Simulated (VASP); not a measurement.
# Al2Au in VASP: single point with PBE

Aim: the single point of Al2Au with PBE.

All numbers are computed with VASP 6.6.1; they aren't measurements. Logs are shortened: lines on timing, memory, paths and dates and some standing lists are left out, and cuts for length are marked.

### Step 1. The cell of the first run

The cell holds a slab with vacuum, 9 atoms: a = 4.286 Å, b = 4.286 Å, c = 23.748 Å, α = 90.00°, β = 90.00°, γ = 120.00°.

### Step 2. Single point, PBE, non-collinear spin, zero start, spin-orbit coupling

Input file INCAR:

```
SYSTEM = Al2Au
PREC = Accurate ; ENCUT = 520
EDIFF = 1E-6 ; ISMEAR = 0
SIGMA = 0.1 ; LREAL = .FALSE.
LASPH = .TRUE. ; NELM = 150
ALGO = Normal ; ISIF = 2
LWAVE = .FALSE. ; LCHARG = .FALSE.
MAGMOM = 0 0 0 0 0 0 0 0 0 0 0 0 0 0 0 0 0 0 0 0 0 0 0 0 0 0 0 ; LORBIT = 11
LSORBIT = .TRUE. ; GGA_COMPAT = .FALSE.
LORBMOM = .TRUE. ; LMAXMIX = 4
LDIPOL = .TRUE. ; IDIPOL = 3
DIPOL = 0.5 0.5 0.500 ; GGA = PE
NBANDS = 70 ; KPAR = 4
```

Input file KPOINTS:

```
regular mesh
0
G
  9 9 1
  0 0 0
```

Input file POSCAR:

```
Al2Au
1.0
    4.2856189452      0.0000000000      0.0000000000
   -2.1428094726      3.7114548774      0.0000000000
    0.0000000000      0.0000000000     23.7479830397
Al Au
6 3
Direct
    0.0000000000      0.0000000000      0.3253514983
    0.3333333333      0.6666666667      0.3885059884
    0.6666666667      0.3333333333      0.4647299777
    0.0000000000      0.0000000000      0.5352700209
    0.3333333333      0.6666666667      0.6114940103
    0.6666666667      0.3333333333      0.6746485032
    0.6666666667      0.3333333333      0.3536953338
    0.3333333333      0.6666666667      0.4999999993
    0.0000000000      0.0000000000      0.6463046681
```

Potentials or basis: VASP PAW PBE potentials, release 64 (Al, Au).

On the command line:

```console
> cat potpaw_PBE.64/Al/POTCAR potpaw_PBE.64/Au/POTCAR > POTCAR
> mpirun -np 4 vasp_ncl > vasp.out
```

OUTCAR:

```text
SYSTEM = Al2Au
   PREC = Accurate
   ENCUT = 520
   EDIFF = 1E-6
   ISMEAR = 0
   LREAL = .FALSE.
   LASPH = .TRUE.
   NELM = 150
   ISIF = 2
   LORBIT = 11
   LSORBIT = .TRUE.
   GGA = PE

 ion  position               nearest neighbor table
   1  0.000  0.000  0.325-   7 2.56   7 2.56   7 2.56   2 2.89   2 2.89   2 2.89
   2  0.333  0.667  0.389-   7 2.61   7 2.61   7 2.61   8 2.65   1 2.89   1 2.89   1 2.89   3 3.07
                             3 3.07   3 3.07
   3  0.667  0.333  0.465-   8 2.61   8 2.61   8 2.61   7 2.64   4 2.99   4 2.99   4 2.99   2 3.07
                             2 3.07   2 3.07
   4  0.000  0.000  0.535-   8 2.61   8 2.61   8 2.61   9 2.64   3 2.99   3 2.99   3 2.99   5 3.07
                             5 3.07   5 3.07
   5  0.333  0.667  0.611-   9 2.61   9 2.61   9 2.61   8 2.65   6 2.89   6 2.89   6 2.89   4 3.07
                             4 3.07   4 3.07
   6  0.667  0.333  0.675-   9 2.56   9 2.56   9 2.56   5 2.89   5 2.89   5 2.89
   7  0.667  0.333  0.354-   1 2.56   1 2.56   1 2.56   2 2.61   2 2.61   2 2.61   3 2.64
   8  0.333  0.667  0.500-   3 2.61   4 2.61   3 2.61   4 2.61   4 2.61   3 2.61   2 2.65   5 2.65

   9  0.000  0.000  0.646-   6 2.56   6 2.56   6 2.56   5 2.61   5 2.61   5 2.61   4 2.64

  LATTYP: Found a hexagonal cell.
 ALAT       =     4.2856189452
 C/A-ratio  =     5.5413193155

  Lattice vectors:

 A1 = (   4.2856189452,   0.0000000000,   0.0000000000)
 A2 = (  -2.1428094726,   3.7114548774,   0.0000000000)
 A3 = (   0.0000000000,   0.0000000000,  23.7479830397)

Analysis of symmetry for initial positions (statically):
=====================================================================
 Subroutine PRICEL returns:
 Original cell was already a primitive cell.

 Routine SETGRP: Setting up the symmetry group for a
 hexagonal supercell.

 Subroutine GETGRP returns: Found 12 space group operations
 (whereof  6 operations were pure point group operations)
 out of a pool of 24 trial point group operations.

The static configuration has the point symmetry C_3v.
 The point group associated with its full space group is D_3d.

Analysis of symmetry for dynamics (positions and initial velocities):
=====================================================================
 Subroutine PRICEL returns:
 Original cell was already a primitive cell.

 Routine SETGRP: Setting up the symmetry group for a
 hexagonal supercell.

 Subroutine GETGRP returns: Found 12 space group operations
 (whereof  6 operations were pure point group operations)
 out of a pool of 24 trial point group operations.

The dynamic configuration has the point symmetry C_3v.
 The point group associated with its full space group is D_3d.

Analysis of structural, dynamic, and magnetic symmetry:
=====================================================================
 Subroutine PRICEL returns:
 Original cell was already a primitive cell.

 Routine SETGRP: Setting up the symmetry group for a
 hexagonal supercell.

 Subroutine GETGRP returns: Found 12 space group operations
 (whereof  6 operations were pure point group operations)
 out of a pool of 24 trial point group operations.

The overall configuration has the point symmetry C_3v.
 The point group associated with its full space group is D_3d.

 Subroutine INISYM returns: Found 12 space group operations
 (whereof  6 operations are pure point group operations),
 and found     1 'primitive' translations

----------------------------------------------------------------------------------------

                                     Primitive cell

  volume of cell :     377.7326

  direct lattice vectors                    reciprocal lattice vectors
     4.285618945  0.000000000  0.000000000     0.233338524  0.134718060  0.000000000
    -2.142809473  3.711454877  0.000000000     0.000000000  0.269436120  0.000000000
     0.000000000  0.000000000 23.747983040     0.000000000  0.000000000  0.042108839

  length of vectors
     4.285618945  4.285618945 23.747983040     0.269436120  0.269436120  0.042108839

  position of ions in fractional coordinates (direct lattice)
     0.000000000  0.000000000  0.325351498
     0.333333333  0.666666667  0.388505988
     0.666666667  0.333333333  0.464729978
     0.000000000  0.000000000  0.535270021
     0.333333333  0.666666667  0.611494010
     0.666666667  0.333333333  0.674648503
     0.666666667  0.333333333  0.353695334
     0.333333333  0.666666667  0.499999999
     0.000000000  0.000000000  0.646304668

  ion indices of the primitive-cell ions
   primitive index   ion index
                 1           1
                 2           2
                 3           3
                 4           4
                 5           5
                 6           6
                 7           7
                 8           8
                 9           9

[... 130 lines left out ...]
      6      -7.7504      1.00000
[... 781 lines left out ...]
     62       4.6748      0.00000
     63       4.6855      0.00000
 [bands above 63 left out]

------------------------ aborting loop because EDIFF is reached ----------------------------------------

 vacuum level on the upper side and lower side of the slab       (xc-potential included)        -0.107        -0.107

  FORCE on cell =-STRESS in cart. coord.  units (eV):
  Direction    XX          YY          ZZ          XY          YZ          ZX
  --------------------------------------------------------------------------------------
  -------------------------------------------------------------------------------------
  Total        0.7705270      0.7705270     -0.5842952      0.0000000      0.0000000      0.0000000
  in kB        3.2682404      3.2682404     -2.4783258      0.0000000      0.0000000      0.0000000
  external PRESSURE =       1.3527183 kB  Pullay stress =       0.0000000 kB

 VOLUME and BASIS-vectors are now :
 -----------------------------------------------------------------------------
  energy-cutoff  :      520.00
  volume of cell :      377.73
      direct lattice vectors                 reciprocal lattice vectors
     4.285618945  0.000000000  0.000000000     0.233338524  0.134718060  0.000000000
    -2.142809473  3.711454877  0.000000000     0.000000000  0.269436120  0.000000000
     0.000000000  0.000000000 23.747983040     0.000000000  0.000000000  0.042108839

 POSITION                                       TOTAL-FORCE (eV/Angst)
 -----------------------------------------------------------------------------------
      0.00000      0.00000      7.72644         0.000000      0.000000      0.019886
     -0.00000      2.47430      9.22623         0.000000     -0.000000      0.029566
      2.14281      1.23715     11.03640        -0.000000      0.000000     -0.015967
      0.00000      0.00000     12.71158         0.000000      0.000000      0.015967
     -0.00000      2.47430     14.52175        -0.000000      0.000000     -0.029566
      2.14281      1.23715     16.02154        -0.000000     -0.000000     -0.019886
      2.14281      1.23715      8.39955         0.000000      0.000000      0.035905
     -0.00000      2.47430     11.87399         0.000000      0.000000     -0.000000
      0.00000      0.00000     15.34843         0.000000     -0.000000     -0.035905
 -----------------------------------------------------------------------------------
    total drift:                               -0.000000      0.000000      0.000016

  FREE ENERGIE OF THE ION-ELECTRON SYSTEM (eV)
  ---------------------------------------------------
  free  energy   TOTEN  =       -35.0863181981 eV

  energy  without entropy=      -35.0617201420  energy(sigma->0) =      -35.07401917

 vacuum level on the upper side and lower side of the slab         5.071         5.071

 orbital moment (x)

 # of ion     p       d       tot
 ----------------------------------------
  1        -0.000   0.000  -0.000
  2        -0.000   0.000  -0.000
  3         0.000   0.000   0.000
  4         0.000   0.000   0.000
  5        -0.000   0.000  -0.000
  6         0.000   0.000   0.000
  7         0.000   0.000   0.000
  8         0.000  -0.000  -0.000
  9         0.000  -0.000  -0.000
 ----------------------------------------
           -0.000  -0.000  -0.000

 orbital moment (y)

 # of ion     p       d       tot
 ----------------------------------------
  1        -0.000   0.000  -0.000
  2        -0.000   0.000  -0.000
  3        -0.000   0.000  -0.000
  4        -0.000   0.000  -0.000
  5        -0.000   0.000  -0.000
  6        -0.000   0.000  -0.000
  7        -0.000  -0.000  -0.000
  8        -0.000   0.000  -0.000
  9         0.000  -0.000  -0.000
 ----------------------------------------
           -0.000  -0.000  -0.000

 orbital moment (z)

 # of ion     p       d       tot
 ----------------------------------------
  1        -0.000   0.000  -0.000
  2         0.000   0.000   0.000
  3         0.000   0.000   0.000
  4         0.000   0.000   0.000
  5         0.000   0.000   0.000
  6         0.000   0.000   0.000
  7         0.000   0.000   0.000
  8         0.000   0.000   0.000
  9         0.000   0.000   0.000
 ----------------------------------------
            0.000   0.000   0.000

 Spin-Orbit-Coupling matrix elements

 Ion:    1  E_soc:     -0.0002102
 l=   1
     0.0000000    -0.0000304    -0.0000442
    -0.0000304     0.0000000    -0.0000304
    -0.0000442    -0.0000304     0.0000000
 l=   2
     0.0000000     0.0000000     0.0000000     0.0000000     0.0000000
     0.0000000     0.0000000     0.0000000     0.0000000     0.0000000
     0.0000000     0.0000000     0.0000000     0.0000000     0.0000000
     0.0000000     0.0000000     0.0000000     0.0000000     0.0000000
     0.0000000     0.0000000     0.0000000     0.0000000     0.0000000
 l=   3
     0.0000000     0.0000000     0.0000000     0.0000000     0.0000000     0.0000000     0.0000000
     0.0000000     0.0000000     0.0000000     0.0000000     0.0000000     0.0000000     0.0000000
     0.0000000     0.0000000     0.0000000     0.0000000     0.0000000     0.0000000     0.0000000
     0.0000000     0.0000000     0.0000000     0.0000000     0.0000000     0.0000000     0.0000000
[... 149 lines left out ...]
 l=   2
     0.0000000    -0.0136838     0.0000000    -0.0136838    -0.0554435
    -0.0136838     0.0000000    -0.0400487    -0.0133196    -0.0136838
     0.0000000    -0.0400487     0.0000000    -0.0400487     0.0000000
    -0.0136838    -0.0133196    -0.0400487     0.0000000    -0.0136838
    -0.0554435    -0.0136838     0.0000000    -0.0136838     0.0000000
 l=   3
     0.0000000     0.0000000     0.0000000     0.0000000     0.0000000     0.0000000     0.0000000
     0.0000000     0.0000000     0.0000000     0.0000000     0.0000000     0.0000000     0.0000000
     0.0000000     0.0000000     0.0000000     0.0000000     0.0000000     0.0000000     0.0000000
     0.0000000     0.0000000     0.0000000     0.0000000     0.0000000     0.0000000     0.0000000
     0.0000000     0.0000000     0.0000000     0.0000000     0.0000000     0.0000000     0.0000000
     0.0000000     0.0000000     0.0000000     0.0000000     0.0000000     0.0000000     0.0000000
     0.0000000     0.0000000     0.0000000     0.0000000     0.0000000     0.0000000     0.0000000

 total charge

# of ion       s       p       d       tot
------------------------------------------
    1        0.453   0.311   0.000   0.764
    2        0.399   0.349   0.000   0.748
    3        0.396   0.343   0.000   0.740
    4        0.396   0.343   0.000   0.740
    5        0.399   0.349   0.000   0.748
    6        0.453   0.311   0.000   0.764
    7        0.750   0.637   8.544   9.930
    8        0.747   0.688   8.536   9.971
    9        0.750   0.637   8.544   9.930
--------------------------------------------------
tot          4.742   3.967  25.624  34.333

 magnetization (x)

# of ion       s       p       d       tot
------------------------------------------
    1       -0.000   0.000   0.000   0.000
    2        0.000   0.000   0.000   0.000
    3        0.000  -0.000   0.000   0.000
    4        0.000  -0.000   0.000  -0.000
    5        0.000  -0.000   0.000   0.000
    6        0.000   0.000   0.000   0.000
    7        0.000   0.000   0.000   0.000
    8        0.000   0.000   0.000   0.000
    9       -0.000   0.000   0.000   0.000
--------------------------------------------------
tot          0.000   0.000   0.000   0.000

 magnetization (y)

# of ion       s       p       d       tot
------------------------------------------
    1        0.000   0.000   0.000   0.000
    2        0.000   0.000   0.000   0.000
    3        0.000   0.000   0.000   0.000
    4        0.000   0.000   0.000   0.000
    5        0.000   0.000   0.000   0.000
    6        0.000   0.000   0.000   0.000
    7        0.000   0.000  -0.000  -0.000
    8        0.000   0.000   0.000   0.000
    9        0.000   0.000  -0.000  -0.000
--------------------------------------------------
tot          0.000   0.000  -0.000   0.000

 magnetization (z)

# of ion       s       p       d       tot
------------------------------------------
    1        0.000   0.000   0.000   0.000
    2        0.000   0.000   0.000   0.000
    3        0.000  -0.000   0.000   0.000
    4        0.000   0.000   0.000   0.000
    5        0.000  -0.000   0.000  -0.000
    6        0.000   0.000   0.000   0.000
    7       -0.000   0.000  -0.000  -0.000
    8        0.000   0.000   0.000   0.000
    9        0.000   0.000  -0.000  -0.000
--------------------------------------------------
tot          0.000   0.000  -0.000   0.000
```

Wall time 13 min (4 MPI ranks of Oxide Virtual Turin-like, shared host); peak memory 1.5 GiB.

What came out:

```yaml
Free_energy: -35.0863 eV
Largest_force: 0.036 eV/Å
Net_moment: 0.00 μB per cell
Valence_electrons_inside_the_program's_atomic_spheres: Al 0.76, 0.75, 0.74 (each value once); Au 9.93, 9.97 (each value once)
```

Forces on the atoms (eV/Å):
```
Al   0.000  0.000  0.020
Al   0.000  0.000  0.030
Al   0.000  0.000 -0.016
Al   0.000  0.000  0.016
Al   0.000  0.000 -0.030
Al   0.000  0.000 -0.020
Au   0.000  0.000  0.036
Au   0.000  0.000  0.000
Au   0.000  0.000 -0.036
```

Moments on the atoms (μB; x, y, z):
```
Al  0.00 0.00 0.00
Al  0.00 0.00 0.00
Al  0.00 0.00 0.00
Al  0.00 0.00 0.00
Al  0.00 0.00 0.00
Al  0.00 0.00 0.00
Au  0.00 0.00 0.00
Au  0.00 0.00 0.00
Au  0.00 0.00 0.00
```
